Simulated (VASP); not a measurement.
# La (Im-3m) in VASP: notebook

La is run at these levels: LDA; tasks: single point, relaxation of cell and atoms.

Everything below comes from runs of VASP 6.6.1. Logs are shortened: lines on timing, memory, paths and dates and some standing lists are left out, and cuts for length are marked.

**1. The cell of the first run**

The structure is cubic, space group Im-3m (No. 229). Conventional cell: a = 4.046 Å, b = 4.046 Å, c = 4.046 Å, α = 90.00°, β = 90.00°, γ = 90.00°. Within 4.6 Å of La (site symmetry m-3m) lie 14 La at 3.50 to 4.05 Å.

**2. Single point, LDA**

INCAR

```
PREC     = Accurate       # precision mode
ENCUT    = 520            # plane-wave cutoff, eV
EDIFF    = 1E-6           # SCF threshold, eV
ISMEAR   = -1             # smearing method
SIGMA    = 0.05           # smearing width, eV
LREAL    = False          # projectors in reciprocal space
LASPH    = True           # aspherical terms in the spheres
NELM     = 100            # most SCF steps
ALGO     = Normal         # electronic algorithm
ISIF     = 2              # what is computed and relaxed
LWAVE    = False          # write WAVECAR
LCHARG   = False          # write CHGCAR
GGA      = CA             # functional
NBANDS   = 12             # bands
```

KPOINTS

```
regular mesh
0
Gamma
  14 14 14
```

POSCAR

```
La
1.0
   -2.0232136209      2.0232136209      2.0232136209
    2.0232136209     -2.0232136209      2.0232136209
    2.0232136209      2.0232136209     -2.0232136209
La
1
Direct
    0.0000000000      0.0000000000      0.0000000000
```

Potentials or basis: VASP PAW LDA potentials, release 64 (La).

Started as:

```bash
$ cat potpaw_LDA.64/La/POTCAR > POTCAR
$ mpirun -np 1 vasp_std > vasp.out
```

OUTCAR:

```text
PREC = Accurate
   ENCUT = 520
   EDIFF = 1E-6
   ISMEAR = -1
   LREAL = False
   LASPH = True
   NELM = 100
   ISIF = 2
   GGA = CA

 ion  position               nearest neighbor table
   1  0.000  0.000  0.000-

  LATTYP: Found a body centered cubic cell.
 ALAT       =     4.0464272418

  Lattice vectors:

 A1 = (  -2.0232136209,   2.0232136209,   2.0232136209)
 A2 = (   2.0232136209,  -2.0232136209,   2.0232136209)
 A3 = (   2.0232136209,   2.0232136209,  -2.0232136209)

Analysis of symmetry for initial positions (statically):
=====================================================================
 Subroutine PRICEL returns:
 Original cell was already a primitive cell.

 Routine SETGRP: Setting up the symmetry group for a
 body centered cubic supercell.

 Subroutine GETGRP returns: Found 48 space group operations
 (whereof 48 operations were pure point group operations)
 out of a pool of 48 trial point group operations.

The static configuration has the point symmetry O_h .

Analysis of symmetry for dynamics (positions and initial velocities):
=====================================================================
 Subroutine PRICEL returns:
 Original cell was already a primitive cell.

 Routine SETGRP: Setting up the symmetry group for a
 body centered cubic supercell.

 Subroutine GETGRP returns: Found 48 space group operations
 (whereof 48 operations were pure point group operations)
 out of a pool of 48 trial point group operations.

The dynamic configuration has the point symmetry O_h .

 Subroutine INISYM returns: Found 48 space group operations
 (whereof 48 operations are pure point group operations),
 and found     1 'primitive' translations

----------------------------------------------------------------------------------------

                                     Primitive cell

  volume of cell :      33.1272

  direct lattice vectors                    reciprocal lattice vectors
    -2.023213621  2.023213621  2.023213621     0.000000000  0.247131590  0.247131590
     2.023213621 -2.023213621  2.023213621     0.247131590  0.000000000  0.247131590
     2.023213621  2.023213621 -2.023213621     0.247131590  0.247131590  0.000000000

  length of vectors
     3.504308786  3.504308786  3.504308786     0.349496847  0.349496847  0.349496847

  position of ions in fractional coordinates (direct lattice)
     0.000000000  0.000000000  0.000000000

  ion indices of the primitive-cell ions
   primitive index   ion index
                 1           1

----------------------------------------------------------------------------------------

 KPOINTS: regular mesh

Automatic generation of k-mesh.
 Grid dimensions read from file:
 generate k-points for:   14   14   14

 Generating k-lattice:

  Cartesian coordinates                     Fractional coordinates (reciprocal lattice)
     0.000000000  0.017652256  0.017652256     0.071428571  0.000000000  0.000000000
     0.017652256  0.000000000  0.017652256     0.000000000  0.071428571  0.000000000
     0.017652256  0.017652256  0.000000000     0.000000000  0.000000000  0.071428571

  Length of vectors
     0.024964060  0.024964060  0.024964060

  Shift w.r.t. Gamma in fractional coordinates (k-lattice)
     0.000000000  0.000000000  0.000000000

 Subroutine IBZKPT returns following result:
 ===========================================

 Found    104 irreducible k-points:

 Following reciprocal coordinates:
            Coordinates               Weight
  0.000000  0.000000  0.000000      1.000000
  0.071429  0.000000  0.000000     12.000000
  0.142857  0.000000  0.000000     12.000000
  0.214286  0.000000  0.000000     12.000000
  0.285714  0.000000  0.000000     12.000000
  0.357143  0.000000  0.000000     12.000000
[... 16 lines left out ...]
  0.285714  0.285714  0.000000     24.000000
  0.357143  0.285714  0.000000     24.000000
 [... further k-points ...]
   k-points           NKPTS =    104   k-points in BZ     NKDIM =    104   number of bands    NBANDS=     12
   number of dos      NEDOS =    301   number of ions     NIONS =      1
   total plane-waves  NPLWV =  21952
   dimension x,y,z NGX =    28 NGY =   28 NGZ =   28
   dimension x,y,z NGXF=    56 NGYF=   56 NGZF=   56
   ions per type =               1
   NGX,Y,Z   is equivalent  to a cutoff of  13.28, 13.28, 13.28 a.u.
   NGXF,Y,Z  is equivalent  to a cutoff of  26.57, 26.57, 26.57 a.u.
 SYSTEM =  unknown system
   PREC   = accura    normal or accurate (medium, high low for compatibility)
   ISTART =      0    job   : 0-new  1-cont  2-samecut
   ICHARG =      2    charge: 1-file 2-atom 10-const
   ISPIN  =      1    spin polarized calculation?
   LNONCOLLINEAR =      F non collinear calculations
   LSORBIT =      F    spin-orbit coupling
   LASPH  =      T    aspherical Exc in radial PAW
   ENCUT  =  520.0 eV  38.22 Ry    6.18 a.u.   6.52  6.52  6.52*2*pi/ulx,y,z
   NELM   =    100;   NELMIN=  2; NELMDL= -5     # of ELM steps
   EDIFF  = 0.1E-05   stopping-criterion for ELM
   LREAL  =      F    real-space projection
   EDIFFG = 0.1E-04   stopping-criterion for IOM
   NSW    =      0    number of steps for IOM
   IBRION =     -1    ionic relax: 0-MD 1-quasi-New 2-CG
   NFREE  =      0    steps in history (QN), initial steepest desc. (CG)
   ISIF   =      2    stress and relaxation
   ISYM   =      2    0-nonsym 1-usesym 2-fastsym
   POTIM  = 0.5000    time-step for ionic-motion
   TEBEG  =    0.0;   TEEND  =   0.0 temperature during run
   PSTRESS=    0.0 pullay stress
   NELECT =      11.0000    total number of electrons
   NUPDOWN=      -1.0000    fix difference up-down
   EMIN   =  10.00;   EMAX   =-10.00  energy-range for DOS
   EFERMI =   0.00;   METHOD = LEGACY
   ISMEAR =    -1;   SIGMA  =   0.05  broadening in eV -4-tet -1-fermi 0-gaus
   EFERMI_NEDOS =   21; number of points for ismear=-14 and -15
   IALGO  =     38    algorithm
   IMIX   =      4    mixing-type and parameters
     AMIX     =   0.40;   BMIX     =  1.00
     AMIX_MAG =   1.60;   BMIX_MAG =  1.00
  volume/ion in A,a.u.               =      33.13       223.55
  Fermi-wavevector in a.u.,A,eV,Ry     =   1.133646  2.142280 17.485560  1.285152
  Thomas-Fermi vector in A             =   2.270349
   LORBIT       =      0    0 simple, 1 ext, 2 COOP (PROOUT), +10 PAW based schemes
   GGA     = CA    functional components
   LHFCALC =     F    Hartree Fock is set to
   AEXX    =    0.0000 exact exchange contribution
   IVDW    =     0    specifies the selected vdW correction
   LEPSILON=     F    determine dielectric tensor
   LRPA    =     F    only Hartree local field effects (RPA)
 non-spin polarized calculation
  energy-cutoff  :      520.00
  volume of cell :       33.13
 maximum number of plane-waves:       935
 NGX is ok and might be reduce to    28
   NGX = 13   NGY = 13   NGZ = 13

 number of electron      11.0000000 magnetization

 Free energy of the ion-electron system (eV)
  ---------------------------------------------------
  ext. energy  EPLUGINS =         0.00000000
  ---------------------------------------------------
  free energy    TOTEN  =        -5.44605086 eV

  energy without entropy =       -5.42227901  energy(sigma->0) =       -5.43416493

 E-fermi :   8.7597     XC(G=0): -10.2373

 val. band max:        8.7426460654   @ k =  -0.3571  -0.4286   0.0714
 cond. band min:       8.7607236989   @ k =   0.2857   0.2143   0.0000
 fundamental gap:      0.0180776335
 Fermi energy:         8.7597147281

 k-point     1 :       0.0000    0.0000    0.0000
  band No.  band energies     occupation
      1     -23.8598      2.00000
      2      -6.5553      2.00000
      3      -6.5553      2.00000
      4      -6.5553      2.00000
      5       5.7205      2.00000
      6      10.2605      0.00000
      7      10.2605      0.00000
      8      10.2605      0.00000
      9      10.3629      0.00000
     10      10.3629      0.00000
     11      10.3629      0.00000
     12      11.1603      0.00000

 k-point     2 :       0.0714    0.0000    0.0000
  band No.  band energies     occupation
      1     -23.8443      2.00000
      2      -6.6675      2.00000
      3      -6.5872      2.00000
      4      -6.5570      2.00000
      5       5.9125      2.00000
      6       9.9708      0.00000
      7       9.9842      0.00000
      8      10.2544      0.00000
      9      10.4170      0.00000
     10      10.5697      0.00000
     11      10.5768      0.00000
     12      11.1502      0.00000

 k-point     3 :       0.1429    0.0000    0.0000
  band No.  band energies     occupation
      1     -23.8003      2.00000
      2      -6.9693      2.00000
      3      -6.6752      2.00000
      4      -6.5617      2.00000
      5       6.4137      2.00000
      6       9.6126      0.00000
      7       9.6205      0.00000
      8      10.2411      0.00000
      9      10.5175      0.00000
     10      10.7246      0.00000
     11      10.7475      0.00000
     12      11.0969      0.00000
[... 286 lines left out ...]
 k-point    23 :       0.2857    0.2857    0.0000
  band No.  band energies     occupation
      1     -23.5015      2.00000
      2      -8.1251      2.00000
      3      -7.6287      2.00000
      4      -6.7989      2.00000
      5       7.9286      2.00000
      6       8.9786      0.02478
      7       9.8241      0.00000
      8      10.5783      0.00000
      9      10.5845      0.00000
     10      10.8973      0.00000
     11      11.0058      0.00000
     12      11.1383      0.00000

 k-point    24 :       0.3571    0.2857    0.0000
  band No.  band energies     occupation
      1     -23.4909      2.00000
      2      -8.0582      2.00000
      3      -7.7700      2.00000
      4      -6.8086      2.00000
      5       7.9457      2.00000
      6       9.1631      0.00063
      7       9.7184      0.00000
      8      10.5561      0.00000
      9      10.6834      0.00000
     10      10.8451      0.00000
     11      11.0550      0.00000
     12      11.0665      0.00000

 [... further k-points ...]
[... 5 lines left out ...]
  --------------------------------------------------------------------------------------
  -------------------------------------------------------------------------------------
  Total       -0.0153141     -0.0153141     -0.0153141      0.0000000     -0.0000000      0.0000000
  in kB       -0.7406582     -0.7406582     -0.7406582      0.0000000     -0.0000000      0.0000000
  external PRESSURE =      -0.7406582 kB  Pullay stress =       0.0000000 kB

 VOLUME and BASIS-vectors are now :
 -----------------------------------------------------------------------------
  energy-cutoff  :      520.00
  volume of cell :       33.13
      direct lattice vectors                 reciprocal lattice vectors
    -2.023213621  2.023213621  2.023213621     0.000000000  0.247131590  0.247131590
     2.023213621 -2.023213621  2.023213621     0.247131590  0.000000000  0.247131590
     2.023213621  2.023213621 -2.023213621     0.247131590  0.247131590  0.000000000

 POSITION                                       TOTAL-FORCE (eV/Angst)
 -----------------------------------------------------------------------------------
      0.00000      0.00000      0.00000        -0.000000      0.000000      0.000000
 -----------------------------------------------------------------------------------
    total drift:                                0.000000     -0.000000     -0.000000

  FREE ENERGIE OF THE ION-ELECTRON SYSTEM (eV)
  ---------------------------------------------------
  free  energy   TOTEN  =        -5.4460508581 eV

  energy  without entropy=       -5.4222790095  energy(sigma->0) =       -5.43416493
```

Run time: 66 s. Hardware: 1 thread of Intel Xeon 8259CL, shared host; peak memory 0.19 GiB.

Results:

```
Free energy : -5.4461 eV
Pressure    : -0.1 GPa
```

Caveat: spin-orbit coupling is left out, which moves the levels of the heavy elements.

**3. Relaxation of cell and atoms, LDA**

This run uses another cell than the first one, of 32.41 Å³/atom, 0.978 times its volume.

INCAR

```
ALGO = Normal
EDIFF = 1E-6
EDIFFG = -0.005
ENCUT = 600
IBRION = 2
ISIF = 3
ISMEAR = -1
LASPH = T
LCHARG = F
LREAL = F
LWAVE = F
NELM = 60
NSW = 60
PREC = Accurate
SIGMA = 0.05
```

KPOINTS

```
k-points
0
Gamma
  14 14 14
```

POSCAR

```
La
1.0
   -2.0084641287      2.0084641287      2.0084641287
    2.0084641287     -2.0084641287      2.0084641287
    2.0084641287      2.0084641287     -2.0084641287
La
1
Direct
    0.0000000000      0.0000000000      0.0000000000
```

Potentials or basis: VASP PAW LDA potentials, release 64 (La).

Started as:

```bash
$ cat potpaw_LDA.64/La/POTCAR > POTCAR
$ mpirun -np 1 vasp_std > vasp.out
```

Wall time 1.9 min (1 thread of Intel Xeon 8259CL, shared host); peak memory 0.19 GiB.

It converged, with:

- Free energy: -5.4461 eV
- Relaxed volume: 33.06 Å³/atom
- Relaxed cell: a = 3.502 Å, b = 3.502 Å, c = 3.502 Å, α = 109.47°, β = 109.47°, γ = 109.47°
- Space group after relaxing (to 0.05 Å): Im-3m (No. 229)
- Energy gained by relaxing: 1.3 meV/atom
- Ionic steps: 3
- Pressure after relaxing: 0.0 GPa

The path:
| step | energy change (eV) | largest force (eV/Å) | pressure (GPa) | volume (Å³) |
| --- | --- | --- | --- | --- |
| 1 | 0.0000 | 0.0000 | 0.65 | 32.41 |
| 2 | -0.0013 | 0.0000 | 0.03 | 33.03 |
| 3 | -0.0013 | 0.0000 | 0.00 | 33.06 |

Final structure:
```
La
1.0
    -2.02189    2.02189    2.02189
     2.02189   -2.02189    2.02189
     2.02189    2.02189   -2.02189
La
1
Cartesian
  0.0000 0.0000 0.0000
```

Levels at points of the mesh, in eV from the Fermi level:
| k point | band 3 | band 4 | band 5 | band 6 | band 7 | band 8 |
| --- | --- | --- | --- | --- | --- | --- |
| (0.00, 0.00, 0.00) | -15.31 | -15.31 | -3.04 | 1.50 | 1.50 | 1.50 |
| (0.50, 0.00, 0.00) | -15.91 | -15.34 | -1.96 | -0.31 | 1.52 | 1.71 |
| (0.50, 0.50, 0.50) | -16.60 | -16.60 | -2.19 | -2.19 | 1.68 | 1.92 |

Caveat: spin-orbit coupling is left out, which moves the levels of the heavy elements.
